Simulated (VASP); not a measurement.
# LaZn (Pm-3m) in VASP: further runs

Runs on LaZn. Level: LDA. Tasks: single point.

Everything below comes from runs of VASP 6.6.1. Logs are shortened: lines on timing, memory, paths and dates and some standing lists are left out, and cuts for length are marked.

**1. The cell of the first run**

It takes space group Pm-3m (No. 221, cubic). Conventional cell: a = 3.750 Å, b = 3.750 Å, c = 3.750 Å, α = 90.00°, β = 90.00°, γ = 90.00°. La (site symmetry m-3m) has 8 Zn at 3.25 Å and 6 La at 3.75 Å within 4.3 Å. Within 4.3 Å of Zn (site symmetry m-3m) lie 8 La at 3.25 Å and 6 Zn at 3.75 Å.

**2. Single point, LDA**

INCAR

```
SYSTEM = LaZn
ALGO     = Normal         ! electronic algorithm
EDIFF    = 1E-7           ! SCF threshold, eV
ENCUT    = 520            ! plane-wave cutoff, eV
ISIF     = 2              ! what is computed and relaxed
ISMEAR   = -1             ! smearing method
LASPH    = .TRUE.         ! aspherical terms in the spheres
LCHARG   = .TRUE.         ! write CHGCAR
LELF     = .TRUE.         ! ELF
LREAL    = .FALSE.        ! projectors in reciprocal space
LVHAR    = .TRUE.       
LWAVE    = .FALSE.        ! write WAVECAR
NBANDS   = 18             ! bands
NELM     = 100            ! most SCF steps
PREC     = Accurate       ! precision mode
SIGMA    = 0.1            ! smearing width, eV
```

KPOINTS

```
k-points
0
G
  8 8 8
  0 0 0
```

POSCAR

```
LaZn
1.0
    3.7500000000      0.0000000000      0.0000000000
    0.0000000000      3.7500000000      0.0000000000
    0.0000000000      0.0000000000      3.7500000000
La Zn
1 1
Direct
    0.5000000000      0.5000000000      0.5000000000
    0.0000000000      0.0000000000      0.0000000000
```

Potentials or basis: VASP PAW LDA potentials, release 64 (La, Zn).

The run is started by

```console
> cat potpaw_LDA.64/La/POTCAR potpaw_LDA.64/Zn/POTCAR > POTCAR
> mpirun -np 1 vasp_std > vasp.out
```

OUTCAR:

```text
SYSTEM = LaZn
   EDIFF = 1E-7
   ENCUT = 520
   ISIF = 2
   ISMEAR = -1
   LASPH = .TRUE.
   LREAL = .FALSE.
   NELM = 100
   PREC = Accurate

 ion  position               nearest neighbor table
   1  0.500  0.500  0.500-   2 3.25   2 3.25   2 3.25   2 3.25   2 3.25   2 3.25   2 3.25   2 3.25

   2  0.000  0.000  0.000-   1 3.25   1 3.25   1 3.25   1 3.25   1 3.25   1 3.25   1 3.25   1 3.25

  LATTYP: Found a simple cubic cell.
 ALAT       =     3.7500000000

  Lattice vectors:

 A1 = (   3.7500000000,   0.0000000000,   0.0000000000)
 A2 = (   0.0000000000,   3.7500000000,   0.0000000000)
 A3 = (   0.0000000000,   0.0000000000,   3.7500000000)

Analysis of symmetry for initial positions (statically):
=====================================================================
 Subroutine PRICEL returns:
 Original cell was already a primitive cell.

 Routine SETGRP: Setting up the symmetry group for a
 simple cubic supercell.

 Subroutine GETGRP returns: Found 48 space group operations
 (whereof 48 operations were pure point group operations)
 out of a pool of 48 trial point group operations.

The static configuration has the point symmetry O_h .

Analysis of symmetry for dynamics (positions and initial velocities):
=====================================================================
 Subroutine PRICEL returns:
 Original cell was already a primitive cell.

 Routine SETGRP: Setting up the symmetry group for a
 simple cubic supercell.

 Subroutine GETGRP returns: Found 48 space group operations
 (whereof 48 operations were pure point group operations)
 out of a pool of 48 trial point group operations.

The dynamic configuration has the point symmetry O_h .

 Subroutine INISYM returns: Found 48 space group operations
 (whereof 48 operations are pure point group operations),
 and found     1 'primitive' translations

----------------------------------------------------------------------------------------

                                     Primitive cell

  volume of cell :      52.7344

  direct lattice vectors                    reciprocal lattice vectors
     3.750000000  0.000000000  0.000000000     0.266666667  0.000000000  0.000000000
     0.000000000  3.750000000  0.000000000     0.000000000  0.266666667  0.000000000
     0.000000000  0.000000000  3.750000000     0.000000000  0.000000000  0.266666667

  length of vectors
     3.750000000  3.750000000  3.750000000     0.266666667  0.266666667  0.266666667

  position of ions in fractional coordinates (direct lattice)
     0.500000000  0.500000000  0.500000000
     0.000000000  0.000000000  0.000000000

  ion indices of the primitive-cell ions
   primitive index   ion index
                 1           1
                 2           2

----------------------------------------------------------------------------------------

 KPOINTS: k-points

Automatic generation of k-mesh.
 Grid dimensions read from file:
 generate k-points for:    8    8    8

 Generating k-lattice:

  Cartesian coordinates                     Fractional coordinates (reciprocal lattice)
     0.033333333  0.000000000  0.000000000     0.125000000  0.000000000  0.000000000
     0.000000000  0.033333333  0.000000000     0.000000000  0.125000000  0.000000000
     0.000000000  0.000000000  0.033333333     0.000000000  0.000000000  0.125000000

  Length of vectors
     0.033333333  0.033333333  0.033333333

  Shift w.r.t. Gamma in fractional coordinates (k-lattice)
     0.000000000  0.000000000  0.000000000

 Subroutine IBZKPT returns following result:
 ===========================================

 Found     35 irreducible k-points:

 Following reciprocal coordinates:
            Coordinates               Weight
  0.000000  0.000000  0.000000      1.000000
  0.125000  0.000000  0.000000      6.000000
  0.250000  0.000000  0.000000      6.000000
  0.375000  0.000000  0.000000      6.000000
  0.500000  0.000000  0.000000      3.000000
  0.125000  0.125000  0.000000     12.000000
[... 16 lines left out ...]
  0.375000  0.375000  0.125000     24.000000
  0.500000  0.375000  0.125000     24.000000
 [... further k-points ...]
   k-points           NKPTS =     35   k-points in BZ     NKDIM =     35   number of bands    NBANDS=     18
   number of dos      NEDOS =    301   number of ions     NIONS =      2
   total plane-waves  NPLWV =  21952
   dimension x,y,z NGX =    28 NGY =   28 NGZ =   28
   dimension x,y,z NGXF=    56 NGYF=   56 NGZF=   56
   ions per type =               1   1
   NGX,Y,Z   is equivalent  to a cutoff of  12.41, 12.41, 12.41 a.u.
   NGXF,Y,Z  is equivalent  to a cutoff of  24.83, 24.83, 24.83 a.u.
 SYSTEM =  LaZn
   PREC   = accura    normal or accurate (medium, high low for compatibility)
   ISTART =      0    job   : 0-new  1-cont  2-samecut
   ICHARG =      2    charge: 1-file 2-atom 10-const
   ISPIN  =      1    spin polarized calculation?
   LNONCOLLINEAR =      F non collinear calculations
   LSORBIT =      F    spin-orbit coupling
   LASPH  =      T    aspherical Exc in radial PAW
   ENCUT  =  520.0 eV  38.22 Ry    6.18 a.u.   6.97  6.97  6.97*2*pi/ulx,y,z
   NELM   =    100;   NELMIN=  2; NELMDL= -5     # of ELM steps
   EDIFF  = 0.1E-06   stopping-criterion for ELM
   LREAL  =      F    real-space projection
   EDIFFG = 0.1E-05   stopping-criterion for IOM
   NSW    =      0    number of steps for IOM
   IBRION =     -1    ionic relax: 0-MD 1-quasi-New 2-CG
   NFREE  =      0    steps in history (QN), initial steepest desc. (CG)
   ISIF   =      2    stress and relaxation
   ISYM   =      2    0-nonsym 1-usesym 2-fastsym
   POTIM  = 0.5000    time-step for ionic-motion
   TEBEG  =    0.0;   TEEND  =   0.0 temperature during run
   PSTRESS=    0.0 pullay stress
   NELECT =      23.0000    total number of electrons
   NUPDOWN=      -1.0000    fix difference up-down
   EMIN   =  10.00;   EMAX   =-10.00  energy-range for DOS
   EFERMI =   0.00;   METHOD = LEGACY
   ISMEAR =    -1;   SIGMA  =   0.10  broadening in eV -4-tet -1-fermi 0-gaus
   EFERMI_NEDOS =   21; number of points for ismear=-14 and -15
   IALGO  =     38    algorithm
   IMIX   =      4    mixing-type and parameters
     AMIX     =   0.40;   BMIX     =  1.00
     AMIX_MAG =   1.60;   BMIX_MAG =  1.00
  volume/ion in A,a.u.               =      26.37       177.93
[... 12 lines left out ...]
 maximum number of plane-waves:      1452
 NGX is ok and might be reduce to    28
   NGX = 13   NGY = 13   NGZ = 13

 number of electron      23.0000032 magnetization

 Free energy of the ion-electron system (eV)
  ---------------------------------------------------
  ext. energy  EPLUGINS =         0.00000000
  ---------------------------------------------------
  free energy    TOTEN  =        -7.96403827 eV

  energy without entropy =       -7.88721731  energy(sigma->0) =       -7.92562779

 E-fermi :   6.0143     XC(G=0): -10.3736

 val. band max:        5.9360688321   @ k =   0.1250   0.1250   0.1250
 cond. band min:       6.0265910902   @ k =   0.2500   0.1250   0.0000
 fundamental gap:      0.0905222581
 Fermi energy:         6.0143191925

 k-point     1 :       0.0000    0.0000    0.0000
  band No.  band energies     occupation
      1     -26.6561      2.00000
      2     -10.0471      2.00000
      3     -10.0471      2.00000
      4     -10.0471      2.00000
      5      -1.0873      2.00000
      6      -1.0873      2.00000
[... 10 lines left out ...]
     17       7.7717      0.00000
     18       7.7719      0.00000

 k-point     2 :       0.1250    0.0000    0.0000
  band No.  band energies     occupation
      1     -26.6460      2.00000
      2     -10.1828      2.00000
      3     -10.0361      2.00000
      4     -10.0361      2.00000
      5      -1.0806      2.00000
      6      -1.0602      2.00000
[... 10 lines left out ...]
     17       7.7816      0.00000
     18       7.7817      0.00000

 k-point     3 :       0.2500    0.0000    0.0000
  band No.  band energies     occupation
      1     -26.6216      2.00000
      2     -10.4916      2.00000
      3     -10.0093      2.00000
      4     -10.0093      2.00000
      5      -1.0646      2.00000
      6      -0.9973      2.00000
[... 10 lines left out ...]
     17       7.8075      0.00000
     18       7.8082      0.00000

 k-point     4 :       0.3750    0.0000    0.0000
  band No.  band energies     occupation
      1     -26.5969      2.00000
      2     -10.7782      2.00000
      3      -9.9823      2.00000
      4      -9.9823      2.00000
      5      -1.0485      2.00000
      6      -0.9524      2.00000
[... 10 lines left out ...]
     17       7.8322      0.00000
     18       7.8467      0.00000

 k-point     5 :       0.5000    0.0000    0.0000
  band No.  band energies     occupation
      1     -26.5866      2.00000
      2     -10.8914      2.00000
      3      -9.9710      2.00000
      4      -9.9710      2.00000
      5      -1.0419      2.00000
      6      -0.9514      2.00000
[... 10 lines left out ...]
     17       7.8407      0.00000
     18       7.8417      0.00000

 k-point     6 :       0.1250    0.1250    0.0000
  band No.  band energies     occupation
      1     -26.6360      2.00000
      2     -10.1834      2.00000
      3     -10.1557      2.00000
      4     -10.0249      2.00000
      5      -1.0656      2.00000
      6      -1.0445      2.00000
[... 10 lines left out ...]
     17       7.7927      0.00000
     18       7.8040      0.00000

 k-point     7 :       0.2500    0.1250    0.0000
  band No.  band energies     occupation
      1     -26.6118      2.00000
      2     -10.4748      2.00000
      3     -10.1363      2.00000
      4      -9.9978      2.00000
      5      -1.0500      2.00000
      6      -0.9884      2.00000
[... 10 lines left out ...]
     17       7.8217      0.00000
     18       7.8462      0.00000

 k-point     8 :       0.3750    0.1250    0.0000
  band No.  band energies     occupation
      1     -26.5872      2.00000
      2     -10.7570      2.00000
      3     -10.1045      2.00000
      4      -9.9703      2.00000
      5      -1.0375      2.00000
      6      -0.9715      2.00000
[... 10 lines left out ...]
     17       7.8493      0.00000
     18       7.8789      0.00000
[... 229 lines left out ...]
     17       7.8588      0.00000
     18       7.8943      0.00000

 k-point    20 :       0.2500    0.2500    0.1250
  band No.  band energies     occupation
      1     -26.5783      2.00000
      2     -10.4383      2.00000
      3     -10.3912      2.00000
      4     -10.0916      2.00000
      5      -1.0104      2.00000
      6      -0.9914      2.00000
[... 10 lines left out ...]
     17       7.8820      0.00000
     18       7.9622      0.00000

 k-point    21 :       0.3750    0.2500    0.1250
  band No.  band energies     occupation
      1     -26.5543      2.00000
      2     -10.6865      2.00000
      3     -10.3709      2.00000
      4     -10.0602      2.00000
      5      -1.0201      2.00000
      6      -1.0026      2.00000
[... 10 lines left out ...]
     17       7.9254      0.00000
     18       8.0003      0.00000

 k-point    22 :       0.5000    0.2500    0.1250
  band No.  band energies     occupation
      1     -26.5443      2.00000
      2     -10.7932      2.00000
      3     -10.3537      2.00000
      4     -10.0470      2.00000
      5      -1.0300      2.00000
      6      -1.0026      2.00000
[... 10 lines left out ...]
     17       7.9525      0.00000
     18       8.0196      0.00000

 k-point    23 :       0.3750    0.3750    0.1250
  band No.  band energies     occupation
      1     -26.5308      2.00000
      2     -10.6449      2.00000
      3     -10.6232      2.00000
      4     -10.0288      2.00000
      5      -1.0392      2.00000
      6      -1.0057      2.00000
[... 10 lines left out ...]
     17       7.9812      0.00000
     18       8.0441      0.00000

 k-point    24 :       0.5000    0.3750    0.1250
  band No.  band energies     occupation
      1     -26.5210      2.00000
      2     -10.7384      2.00000
      3     -10.6124      2.00000
      4     -10.0156      2.00000
      5      -1.0480      2.00000
      6      -1.0119      2.00000
[... 10 lines left out ...]
     17       8.0154      0.00000
     18       8.0786      0.00000

 [... further k-points ...]
[... 5 lines left out ...]
  --------------------------------------------------------------------------------------
  -------------------------------------------------------------------------------------
  Total       -1.2895537     -1.2895537     -1.2895537      0.0000000      0.0000000      0.0000000
  in kB      -39.1792591    -39.1792591    -39.1792591      0.0000000      0.0000000      0.0000000
  external PRESSURE =     -39.1792591 kB  Pullay stress =       0.0000000 kB

 VOLUME and BASIS-vectors are now :
 -----------------------------------------------------------------------------
  energy-cutoff  :      520.00
  volume of cell :       52.73
      direct lattice vectors                 reciprocal lattice vectors
     3.750000000  0.000000000  0.000000000     0.266666667  0.000000000  0.000000000
     0.000000000  3.750000000  0.000000000     0.000000000  0.266666667  0.000000000
     0.000000000  0.000000000  3.750000000     0.000000000  0.000000000  0.266666667

 POSITION                                       TOTAL-FORCE (eV/Angst)
 -----------------------------------------------------------------------------------
      1.87500      1.87500      1.87500         0.000000      0.000000      0.000000
      0.00000      0.00000      0.00000         0.000000      0.000000      0.000000
 -----------------------------------------------------------------------------------
    total drift:                               -0.000000      0.000000      0.000000

  FREE ENERGIE OF THE ION-ELECTRON SYSTEM (eV)
  ---------------------------------------------------
  free  energy   TOTEN  =        -7.9640382685 eV

  energy  without entropy=       -7.8872173123  energy(sigma->0) =       -7.92562779
```

Run time: 24 s. Hardware: 1 thread of Intel Xeon Platinum 8259CL at 2.50GHz (Skylake/Cascade Lake), shared host; peak memory 0.17 GiB.

What came out:

```
Free energy : -7.9640 eV
Pressure    : -3.9 GPa
```

Caveat: spin-orbit coupling is left out, which moves the levels of the heavy elements.

**3. Single point, LDA**

This run uses another cell than the first one, of 26.89 Å³/atom, 1.020 times its volume.

INCAR

```
SYSTEM = LaZn
PREC = Accurate
ENCUT = 520
EDIFF = 1E-6
ISMEAR = -1
SIGMA = 0.1
LREAL = .False.
LASPH = .True.
NELM = 60
ALGO = Normal
ISIF = 2
LWAVE = .False.
LCHARG = .False.
NBANDS = 18
```

KPOINTS

```
regular mesh
0
Gamma
  8 8 8
  0 0 0
```

POSCAR

```
LaZn
1.0
    3.7748351609      0.0000000000      0.0000000000
    0.0000000000      3.7748351609      0.0000000000
    0.0000000000      0.0000000000      3.7748351609
La Zn
1 1
Direct
    0.5000000000      0.5000000000      0.5000000000
    0.0000000000      0.0000000000      0.0000000000
```

Potentials or basis: VASP PAW LDA potentials, release 64 (La, Zn).

The run is started by

```console
> cat potpaw_LDA.64/La/POTCAR potpaw_LDA.64/Zn/POTCAR > POTCAR
> mpirun -np 1 vasp_std > vasp.out
```

Run time: 21 s. Hardware: 1 thread of Intel Xeon Platinum 8259CL at 2.50GHz (Skylake/Cascade Lake), shared host; peak memory 0.18 GiB.

Results (log left out):

- Free energy: -7.9358 eV
- Pressure: -4.7 GPa

Levels at points of the mesh, in eV from the Fermi level:
| k point | band 10 | band 11 | band 12 | band 13 | band 14 | band 15 |
| --- | --- | --- | --- | --- | --- | --- |
| (0.00, 0.00, 0.00) | -5.98 | -0.36 | -0.36 | 1.58 | 1.58 | 1.58 |
| (0.50, 0.00, 0.00) | -3.33 | -2.49 | 0.12 | 1.17 | 1.17 | 1.45 |
| (0.50, 0.50, 0.00) | -4.18 | 0.33 | 0.48 | 0.48 | 1.55 | 1.68 |
| (0.50, 0.50, 0.50) | -2.00 | -2.00 | -2.00 | -1.68 | 1.72 | 1.72 |

Caveat: spin-orbit coupling is left out, which moves the levels of the heavy elements.

**4. Single point, LDA**

This run uses another cell than the first one, of 27.42 Å³/atom, 1.040 times its volume.

INCAR

```
SYSTEM = LaZn
ALGO = Normal
EDIFF = 1E-6
ENCUT = 520
ISIF = 2
ISMEAR = -1
LASPH = .TRUE.
LCHARG = .FALSE.
LREAL = .FALSE.
LWAVE = .FALSE.
NBANDS = 18
NELM = 60
PREC = Accurate
SIGMA = 0.1
```

KPOINTS

```
k-points
0
G
  8 8 8
  0 0 0
```

POSCAR

```
LaZn
1.0
    3.7993477643      0.0000000000      0.0000000000
    0.0000000000      3.7993477643      0.0000000000
    0.0000000000      0.0000000000      3.7993477643
La Zn
1 1
Direct
    0.5000000000      0.5000000000      0.5000000000
    0.0000000000      0.0000000000      0.0000000000
```

The run is started by

```console
> cat potpaw_LDA.64/La/POTCAR potpaw_LDA.64/Zn/POTCAR > POTCAR
> mpirun -np 1 vasp_std > vasp.out
```

Wall time 21 s (1 thread of Intel Xeon Platinum 8259CL at 2.50GHz (Skylake/Cascade Lake), shared host); peak memory 0.18 GiB.

It converged, with:

```yaml
Free_energy: -7.9027 eV
Pressure: -5.4 GPa
```

Levels at points of the mesh, in eV from the Fermi level:
| k point | band 10 | band 11 | band 12 | band 13 | band 14 | band 15 |
| --- | --- | --- | --- | --- | --- | --- |
| (0.00, 0.00, 0.00) | -5.94 | -0.35 | -0.35 | 1.53 | 1.53 | 1.53 |
| (0.50, 0.00, 0.00) | -3.35 | -2.47 | 0.13 | 1.16 | 1.16 | 1.41 |
| (0.50, 0.50, 0.00) | -4.13 | 0.31 | 0.46 | 0.46 | 1.50 | 1.63 |
| (0.50, 0.50, 0.50) | -1.94 | -1.94 | -1.94 | -1.69 | 1.67 | 1.67 |

Caveat: spin-orbit coupling is left out, which moves the levels of the heavy elements.

**5. Single point, LDA**

This run uses another cell than the first one, of 27.95 Å³/atom, 1.060 times its volume.

INCAR

```
SYSTEM = LaZn
PREC     = Accurate       ! precision mode
ENCUT    = 520            ! plane-wave cutoff, eV
EDIFF    = 1E-7           ! SCF threshold, eV
ISMEAR   = -1             ! smearing method
SIGMA    = 0.1            ! smearing width, eV
LREAL    = .False.        ! projectors in reciprocal space
LASPH    = .True.         ! aspherical terms in the spheres
NELM     = 60             ! most SCF steps
ALGO     = Normal         ! electronic algorithm
ISIF     = 2              ! what is computed and relaxed
LWAVE    = .False.        ! write WAVECAR
LCHARG   = .False.        ! write CHGCAR
NBANDS   = 18             ! bands
```

KPOINTS

```
Automatic mesh
0
Gamma
  8 8 8
  0 0 0
```

POSCAR

```
LaZn
1.0
    3.8235480841      0.0000000000      0.0000000000
    0.0000000000      3.8235480841      0.0000000000
    0.0000000000      0.0000000000      3.8235480841
La Zn
1 1
Direct
    0.5000000000      0.5000000000      0.5000000000
    0.0000000000      0.0000000000      0.0000000000
```

The run is started by

```console
> cat potpaw_LDA.64/La/POTCAR potpaw_LDA.64/Zn/POTCAR > POTCAR
> mpirun -np 1 vasp_std > vasp.out
```

Wall time 23 s (1 thread of Intel Xeon Platinum 8259CL at 2.50GHz (Skylake/Cascade Lake), shared host); peak memory 0.17 GiB.

It converged, with:

```
Free energy : -7.8652 eV
Pressure    : -6.0 GPa
```

Levels at points of the mesh, in eV from the Fermi level:
| k point | band 9 | band 10 | band 11 | band 12 | band 13 | band 14 | band 15 | band 16 |
| --- | --- | --- | --- | --- | --- | --- | --- | --- |
| (0.00, 0.00, 0.00) | -6.91 | -5.89 | -0.34 | -0.34 | 1.48 | 1.48 | 1.48 | 1.60 |
| (0.50, 0.00, 0.00) | -6.88 | -3.37 | -2.46 | 0.14 | 1.14 | 1.14 | 1.37 | 1.52 |
| (0.50, 0.50, 0.00) | -6.81 | -4.09 | 0.29 | 0.43 | 0.43 | 1.46 | 1.57 | 1.57 |
| (0.50, 0.50, 0.50) | -6.81 | -1.89 | -1.89 | -1.89 | -1.70 | 1.61 | 1.61 | 1.61 |

Caveat: spin-orbit coupling is left out, which moves the levels of the heavy elements.

**6. Summary**

| cell | gap on the mesh (eV) | pressure (GPa) |
| --- | --- | --- |
| a = 3.750 Å, 2 atoms | none | -3.9 |
| a = 3.775 Å, 2 atoms | none | -4.7 |
| a = 3.799 Å, 2 atoms | none | -5.4 |
| a = 3.824 Å, 2 atoms | none | -6.0 |

Alike in all rows: task single point; level LDA; potentials or basis VASP PAW LDA potentials, release 64 (La, Zn); no spin polarisation; k mesh 8 × 8 × 8; cutoff (eV) 520; smearing fermi-dirac 0.1 eV.

Caveats: spin-orbit coupling is left out, which moves the levels of the heavy elements.

Absolute energies hang on the potentials; compare differences alone.
